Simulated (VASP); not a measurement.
Write the native input for VASP 6.6.1 that does the following.

```yaml
Task: single point
Functional: PBE
Potentials_or_basis: VASP PAW PBE potentials, release 64 (Ti_sv, Co)
Cutoff: 520 eV
k_mesh: 12 × 12 × 4
Occupations: gaussian, width 0.1 eV
Spin: collinear spin, ferromagnetic start
Starting_moments: "[0.0, 3.0] μB"
Dipole_correction: no
Further_INCAR_settings: ALGO = Normal; EDIFF = 1e-06; NBANDS = 22
```

The structure of TiCo lies in POSCAR:

```
TiCo
1.0
    2.4667243500      0.0000000000      0.0000000000
   -1.2333621700      2.1362459500      0.0000000000
    0.0000000000      0.0000000000      4.7417074000
Ti Co
1 1
Direct
    0.0000000000      0.0000000000      0.0000000000
    0.0000000000      0.0000000000      0.5000000000
```

The input as run:

INCAR

```
SYSTEM = TiCo
PREC = Accurate
ENCUT = 520
EDIFF = 1E-6
ISMEAR = 0
SIGMA = 0.1
LREAL = .FALSE.
LASPH = .TRUE.
NELM = 150
ALGO = Normal
ISIF = 2
LWAVE = .FALSE.
LCHARG = .TRUE.
ISPIN = 2
MAGMOM = 0 3
LORBIT = 11
LMAXMIX = 4
GGA = PE
LELF = .TRUE.
LVHAR = .TRUE.
NBANDS = 22
```

KPOINTS

```
regular mesh
0
G
  12 12 4
  0 0 0
```

Potentials or basis: VASP PAW PBE potentials, release 64 (Ti_sv, Co).

Run with:

```console
$ cat potpaw_PBE.64/Ti_sv/POTCAR potpaw_PBE.64/Co/POTCAR > POTCAR
$ mpirun -np 1 vasp_std > vasp.out
```

Results of the run:

The pressure is 15.9 GPa, the net moment is 0.48 μB per cell and the site moments are Ti -0.02; Co +0.53 μB. The valence electrons inside the program's atomic spheres are Ti 10.73; Co 8.30.

It took 73 s on 1 thread of Intel(R) Xeon(R) Platinum 8488C (Sapphire Rapids), on a shared host, peak memory 0.17 GiB.
